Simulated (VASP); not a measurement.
# Mo (Im-3m) in VASP: density of states with PBE

Aim: the density of states of Mo with PBE.

Program: VASP 6.6.1. These are calculated values, not measurements. Logs are shortened: lines on timing, memory, paths and dates and some standing lists are left out, and cuts for length are marked.

## 1. The cell of the first run

Symmetry: Im-3m, No. 229, cubic system. The conventional cell has a = 3.147 Å, b = 3.147 Å, c = 3.147 Å, α = 90.00°, β = 90.00°, γ = 90.00°. Mo (site symmetry m-3m) has 14 Mo at 2.73 to 3.15 Å within 3.6 Å.

## 2. Density of states, PBE

POSCAR reads:

```
Mo
1.0
   -1.5734150000      1.5734150000      1.5734150000
    1.5734150000     -1.5734150000      1.5734150000
    1.5734150000      1.5734150000     -1.5734150000
Mo
1
Direct
    0.0000000000      0.0000000000      0.0000000000
```

INCAR.step1 reads:

```
PREC     = Accurate       # precision mode
ENCUT    = 520            # plane-wave cutoff, eV
EDIFF    = 1E-6           # SCF threshold, eV
ISMEAR   = -1             # smearing method
SIGMA    = 0.05           # smearing width, eV
LREAL    = F              # projectors in reciprocal space
LASPH    = T              # aspherical terms in the spheres
NELM     = 80             # most SCF steps
ALGO     = Normal         # electronic algorithm
ISIF     = 2              # what is computed and relaxed
LWAVE    = F              # write WAVECAR
LCHARG   = T              # write CHGCAR
LMAXMIX  = 4              # l up to which the mixer works
GGA      = PE             # functional
NBANDS   = 13             # bands
```

KPOINTS.step1 reads:

```
regular mesh
0
Gamma
  17 17 17
```

INCAR.step2 reads:

```
PREC     = Accurate       # precision mode
ENCUT    = 520            # plane-wave cutoff, eV
EDIFF    = 1E-6           # SCF threshold, eV
ISMEAR   = -5             # smearing method
SIGMA    = 0.05           # smearing width, eV
LREAL    = F              # projectors in reciprocal space
LASPH    = T              # aspherical terms in the spheres
NELM     = 80             # most SCF steps
ALGO     = Normal         # electronic algorithm
ISIF     = 2              # what is computed and relaxed
LWAVE    = F              # write WAVECAR
LCHARG   = F              # write CHGCAR
LMAXMIX  = 4              # l up to which the mixer works
GGA      = PE             # functional
LORBIT   = 11             # projections on sites
NBANDS   = 13             # bands
NEDOS    = 2001           # points of the DOS
ICHARG   = 11             # starting density
```

KPOINTS.step2 reads:

```
regular mesh
0
Gamma
  26 26 26
```

Potentials or basis: VASP PAW PBE potentials, release 64 (Mo_sv).

Run with:

```sh
cat potpaw_PBE.64/Mo_sv/POTCAR > POTCAR
cp INCAR.step1 INCAR
cp KPOINTS.step1 KPOINTS
mpirun -np 1 vasp_std > vasp.out
cp INCAR.step2 INCAR
cp KPOINTS.step2 KPOINTS
mpirun -np 1 vasp_std > vasp.out
```

OUTCAR:

```text
PREC = Accurate
   ENCUT = 520
   EDIFF = 1E-6
   ISMEAR = -5
   LREAL = F
   LASPH = T
   NELM = 80
   ISIF = 2
   GGA = PE
   LORBIT = 11
   ICHARG = 11

 ion  position               nearest neighbor table
   1  0.000  0.000  0.000-

  LATTYP: Found a body centered cubic cell.
 ALAT       =     3.1468300000

  Lattice vectors:

 A1 = (  -1.5734150000,   1.5734150000,   1.5734150000)
 A2 = (   1.5734150000,  -1.5734150000,   1.5734150000)
 A3 = (   1.5734150000,   1.5734150000,  -1.5734150000)

Analysis of symmetry for initial positions (statically):
=====================================================================
 Subroutine PRICEL returns:
 Original cell was already a primitive cell.

 Routine SETGRP: Setting up the symmetry group for a
 body centered cubic supercell.

 Subroutine GETGRP returns: Found 48 space group operations
 (whereof 48 operations were pure point group operations)
 out of a pool of 48 trial point group operations.

The static configuration has the point symmetry O_h .

Analysis of symmetry for dynamics (positions and initial velocities):
=====================================================================
 Subroutine PRICEL returns:
 Original cell was already a primitive cell.

 Routine SETGRP: Setting up the symmetry group for a
 body centered cubic supercell.

 Subroutine GETGRP returns: Found 48 space group operations
 (whereof 48 operations were pure point group operations)
 out of a pool of 48 trial point group operations.

The dynamic configuration has the point symmetry O_h .

 Subroutine INISYM returns: Found 48 space group operations
 (whereof 48 operations are pure point group operations),
 and found     1 'primitive' translations

----------------------------------------------------------------------------------------

                                     Primitive cell

  volume of cell :      15.5808

  direct lattice vectors                    reciprocal lattice vectors
    -1.573415000  1.573415000  1.573415000     0.000000000  0.317780115  0.317780115
     1.573415000 -1.573415000  1.573415000     0.317780115  0.000000000  0.317780115
     1.573415000  1.573415000 -1.573415000     0.317780115  0.317780115  0.000000000

  length of vectors
     2.725234721  2.725234721  2.725234721     0.449408949  0.449408949  0.449408949

  position of ions in fractional coordinates (direct lattice)
     0.000000000  0.000000000  0.000000000

  ion indices of the primitive-cell ions
   primitive index   ion index
                 1           1

----------------------------------------------------------------------------------------

 KPOINTS: regular mesh

Automatic generation of k-mesh.
 Grid dimensions read from file:
 generate k-points for:   26   26   26

 Generating k-lattice:

  Cartesian coordinates                     Fractional coordinates (reciprocal lattice)
     0.000000000  0.012222312  0.012222312     0.038461538  0.000000000  0.000000000
     0.012222312  0.000000000  0.012222312     0.000000000  0.038461538  0.000000000
     0.012222312  0.012222312  0.000000000     0.000000000  0.000000000  0.038461538

  Length of vectors
     0.017284960  0.017284960  0.017284960

  Shift w.r.t. Gamma in fractional coordinates (k-lattice)
     0.000000000  0.000000000  0.000000000

 TETIRR: Found  21036 inequivalent tetrahedra from   105456

 Subroutine IBZKPT returns following result:
 ===========================================

 Found    511 irreducible k-points:

 Following reciprocal coordinates:
            Coordinates               Weight
  0.000000  0.000000  0.000000      1.000000
  0.038462  0.000000  0.000000     12.000000
  0.076923  0.000000  0.000000     12.000000
  0.115385  0.000000  0.000000     12.000000
  0.153846  0.000000  0.000000     12.000000
  0.192308  0.000000  0.000000     12.000000
[... 16 lines left out ...]
  0.346154  0.038462  0.000000     48.000000
  0.384615  0.038462  0.000000     48.000000
 [... further k-points ...]
   k-points           NKPTS =    511   k-points in BZ     NKDIM =    511   number of bands    NBANDS=     13
   number of dos      NEDOS =   2001   number of ions     NIONS =      1
   total plane-waves  NPLWV =   8000
   dimension x,y,z NGX =    20 NGY =   20 NGZ =   20
   dimension x,y,z NGXF=    40 NGYF=   40 NGZF=   40
   ions per type =               1
   NGX,Y,Z   is equivalent  to a cutoff of  12.20, 12.20, 12.20 a.u.
   NGXF,Y,Z  is equivalent  to a cutoff of  24.40, 24.40, 24.40 a.u.
 SYSTEM =  unknown system
   PREC   = accura    normal or accurate (medium, high low for compatibility)
   ISTART =      0    job   : 0-new  1-cont  2-samecut
   ICHARG =     11    charge: 1-file 2-atom 10-const
   ISPIN  =      1    spin polarized calculation?
   LNONCOLLINEAR =      F non collinear calculations
   LSORBIT =      F    spin-orbit coupling
   LASPH  =      T    aspherical Exc in radial PAW
   ENCUT  =  520.0 eV  38.22 Ry    6.18 a.u.   5.07  5.07  5.07*2*pi/ulx,y,z
   NELM   =     80;   NELMIN=  2; NELMDL=  0     # of ELM steps
   EDIFF  = 0.1E-05   stopping-criterion for ELM
   LREAL  =      F    real-space projection
   EDIFFG = 0.1E-04   stopping-criterion for IOM
   NSW    =      0    number of steps for IOM
   IBRION =     -1    ionic relax: 0-MD 1-quasi-New 2-CG
   NFREE  =      0    steps in history (QN), initial steepest desc. (CG)
   ISIF   =      2    stress and relaxation
   ISYM   =      2    0-nonsym 1-usesym 2-fastsym
   POTIM  = 0.5000    time-step for ionic-motion
   TEBEG  =    0.0;   TEEND  =   0.0 temperature during run
   PSTRESS=    0.0 pullay stress
   NELECT =      14.0000    total number of electrons
   NUPDOWN=      -1.0000    fix difference up-down
   EMIN   =  10.00;   EMAX   =-10.00  energy-range for DOS
   EFERMI =   0.00;   METHOD = LEGACY
   ISMEAR =    -5;   SIGMA  =   0.05  broadening in eV -4-tet -1-fermi 0-gaus
   EFERMI_NEDOS =   21; number of points for ismear=-14 and -15
   IALGO  =     38    algorithm
   IMIX   =      4    mixing-type and parameters
     AMIX     =   0.40;   BMIX     =  1.00
     AMIX_MAG =   1.60;   BMIX_MAG =  1.00
  volume/ion in A,a.u.               =      15.58       105.14
  Fermi-wavevector in a.u.,A,eV,Ry     =   1.579747  2.985289 33.954710  2.495601
  Thomas-Fermi vector in A             =   2.680079
   LORBIT       =     11    0 simple, 1 ext, 2 COOP (PROOUT), +10 PAW based schemes
   GGA     = PE    functional components
   LHFCALC =     F    Hartree Fock is set to
   AEXX    =    0.0000 exact exchange contribution
   IVDW    =     0    specifies the selected vdW correction
   LEPSILON=     F    determine dielectric tensor
   LRPA    =     F    only Hartree local field effects (RPA)
 non-spin polarized calculation
 Fermi weights with tetrahedron method with Bloechl corrections
  energy-cutoff  :      520.00
  volume of cell :       15.58
 maximum number of plane-waves:       432

 number of electron      14.0000001 magnetization

 Free energy of the ion-electron system (eV)
  ---------------------------------------------------
  ext. energy  EPLUGINS =         0.00000000
  ---------------------------------------------------
  free energy    TOTEN  =       -10.93254037 eV

  energy without entropy =      -10.93254037  energy(sigma->0) =      -10.93254037

 E-fermi :  12.6650     XC(G=0): -13.4100

 val. band max:       12.7207238743   @ k =   0.3846   0.1154   0.0385
 cond. band min:      12.5812990232   @ k =  -0.1923   0.1923   0.1154
 fundamental gap:     -0.1394248512
 Fermi energy:        12.6649539910

 k-point     1 :       0.0000    0.0000    0.0000
  band No.  band energies     occupation
      1     -48.6424      2.00000
      2     -21.9007      2.00000
      3     -21.9007      2.00000
      4     -21.9007      2.00000
      5       5.3994      2.00000
      6      11.2715      2.00000
      7      11.2715      2.00000
      8      11.2715      2.00000
      9      14.3100      0.00000
     10      14.3100      0.00000
     11      27.4838      0.00000
     12      27.4838      0.00000
     13      27.4838      0.00000

 k-point     2 :       0.0385    0.0000    0.0000
  band No.  band energies     occupation
      1     -48.6385      2.00000
      2     -21.9227      2.00000
      3     -21.9075      2.00000
      4     -21.9008      2.00000
      5       5.4658      2.00000
      6      11.2338      2.00000
      7      11.2661      2.00000
      8      11.3334      2.00000
      9      14.2518      0.00000
     10      14.3107      0.00000
     11      27.5351      0.00000
     12      27.5954      0.00000
     13      27.6186      0.00000

 k-point     3 :       0.0769    0.0000    0.0000
  band No.  band energies     occupation
      1     -48.6273      2.00000
      2     -21.9873      2.00000
      3     -21.9274      2.00000
      4     -21.9013      2.00000
      5       5.6606      2.00000
      6      11.1246      2.00000
      7      11.2450      2.00000
      8      11.5178      2.00000
      9      14.1007      0.00000
     10      14.3143      0.00000
     11      27.6752      0.00000
     12      27.9253      0.00000
     13      27.9901      0.00000

 k-point     4 :       0.1154    0.0000    0.0000
  band No.  band energies     occupation
      1     -48.6093      2.00000
      2     -22.0899      2.00000
      3     -21.9592      2.00000
      4     -21.9021      2.00000
      5       5.9694      2.00000
      6      10.9557      2.00000
      7      11.1977      2.00000
      8      11.8210      2.00000
      9      13.9161      0.00000
     10      14.3241      0.00000
     11      27.8587      0.00000
     12      28.4605      0.00000
     13      28.5023      0.00000

 k-point     5 :       0.1538    0.0000    0.0000
  band No.  band energies     occupation
      1     -48.5855      2.00000
      2     -22.2234      2.00000
      3     -22.0008      2.00000
      4     -21.9031      2.00000
      5       6.3651      2.00000
      6      10.7428      2.00000
      7      11.1198      2.00000
      8      12.2369      2.08482
      9      13.7673      0.00000
     10      14.3448      0.00000
     11      27.9994      0.00000
     12      28.9961      0.00000
     13      29.1819      0.00000
[... 257 lines left out ...]
 k-point    22 :       0.3077    0.0385    0.0000
  band No.  band energies     occupation
      1     -48.4456      2.00000
      2     -22.9546      2.00000
      3     -22.2366      2.00000
      4     -21.9178      2.00000
      5       7.6605      2.00000
      6       9.6986      2.00000
      7      11.7431      2.00121
      8      14.0239      0.00000
      9      14.7073      0.00000
     10      15.2598      0.00000
     11      26.3097      0.00000
     12      27.2599      0.00000
     13      33.4575      0.00000

 k-point    23 :       0.3462    0.0385    0.0000
  band No.  band energies     occupation
      1     -48.4188      2.00000
      2     -23.0870      2.00000
      3     -22.2815      2.00000
      4     -21.9191      2.00000
      5       7.5931      2.00000
      6       9.5233      2.00000
      7      12.3592      1.98346
      8      14.2015      0.00000
      9      14.8142      0.00000
     10      15.9995      0.00000
     11      25.7093      0.00000
     12      26.3240      0.00000
     13      32.3176      0.00000

 k-point    24 :       0.3846    0.0385    0.0000
  band No.  band energies     occupation
      1     -48.3971      2.00000
      2     -23.1926      2.00000
      3     -22.3175      2.00000
      4     -21.9202      2.00000
      5       7.4913      2.00000
      6       9.3867      2.00000
      7      12.9964      0.11851
      8      14.3372      0.00000
      9      14.9359      0.00000
     10      16.6717      0.00000
     11      25.1942      0.00000
     12      25.4762      0.00000
     13      31.2398      0.00000

 [... further k-points ...]
[... 5 lines left out ...]
  --------------------------------------------------------------------------------------
  -------------------------------------------------------------------------------------
  Total        0.4165329      0.4165329      0.4165329      0.0000000      0.0000000     -0.0000000
  in kB       42.8321633     42.8321633     42.8321633      0.0000000      0.0000000     -0.0000000
  external PRESSURE =      42.8321633 kB  Pullay stress =       0.0000000 kB

 VOLUME and BASIS-vectors are now :
 -----------------------------------------------------------------------------
  energy-cutoff  :      520.00
  volume of cell :       15.58
      direct lattice vectors                 reciprocal lattice vectors
    -1.573415000  1.573415000  1.573415000     0.000000000  0.317780115  0.317780115
     1.573415000 -1.573415000  1.573415000     0.317780115  0.000000000  0.317780115
     1.573415000  1.573415000 -1.573415000     0.317780115  0.317780115  0.000000000

 POSITION                                       TOTAL-FORCE (eV/Angst)
 -----------------------------------------------------------------------------------
      0.00000      0.00000      0.00000         0.000000      0.000000      0.000000
 -----------------------------------------------------------------------------------
    total drift:                               -0.000000      0.000000      0.000000

  FREE ENERGIE OF THE ION-ELECTRON SYSTEM (eV)
  ---------------------------------------------------
  free  energy   TOTEN  =       -10.9325403675 eV

  energy  without entropy=      -10.9325403675  energy(sigma->0) =      -10.93254037

 total charge

# of ion       s       p       d       tot
------------------------------------------
    1        2.383   6.208   3.915  12.506
```

It took 30 s on 1 thread of Intel Xeon 6975P-C (Granite Rapids), shared host; peak memory 0.24 GiB.

What came out:

| Property | Result |
| --- | --- |
| Valence electrons inside the program's atomic spheres | Mo 12.51 |

Caveat: tetrahedron occupations give inexact forces and stress in metals.
